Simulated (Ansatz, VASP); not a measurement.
# One calculation of NbRu2N3, two programs

```
CELL_PARAMETERS angstrom
3.92893 0.00000 0.00000
0.00000 3.92893 0.00000
0.00000 0.00000 5.03362
ATOMIC_POSITIONS crystal
Nb 0.50000 0.50000 0.50000
Ru 0.00000 0.00000 0.00000
Ru 0.50000 0.50000 0.00000
N 0.00000 0.50000 0.00000
N 0.50000 0.00000 0.00000
N 0.00000 0.00000 0.50000
```

Alike in both runs: functional PBE; k mesh 4 × 4 × 4; occupations gaussian, width 0.1 eV; collinear spin.

Ansatz relaxed the structure, and its values are those at the end. VASP's run is a single point on that final structure, the one shown.

|  | VASP | Ansatz |
| --- | --- | --- |
| version | VASP 6.6.1 | Ansatz 0.2.0 |
| potentials or method | VASP PAW PBE potentials, release 64 (Nb_sv, Ru_pv, N), cutoff 520 eV | scalar-relativistic, plane waves, PAW |
| valence electrons in the cell | 56 | 60 |

```tsv
	VASP	Ansatz	Ansatz less VASP
gap on the k mesh at the Fermi level (eV)	none	none	-
pressure (GPa)	-0.1	0.0	+0.14
net moment per atom (μB)	0.01	0.06	+0.055
size of the moment on the site where the two differ most (μB)	0.01	0.41	+0.396
```

Site moments also hang on the region over which each program counts them. A gap of «none» marks a metal or a gap that the smearing closes. With one functional, cell and mesh, what is left measures potentials, basis and numerics. VASP's potentials hold 56 valence electrons a cell and Ansatz's 60, so a difference there can come from the potentials and not from the codes. Ansatz's warnings: seeded moment not kept.

The k mesh is coarse, so the values compare programs but aren't converged.
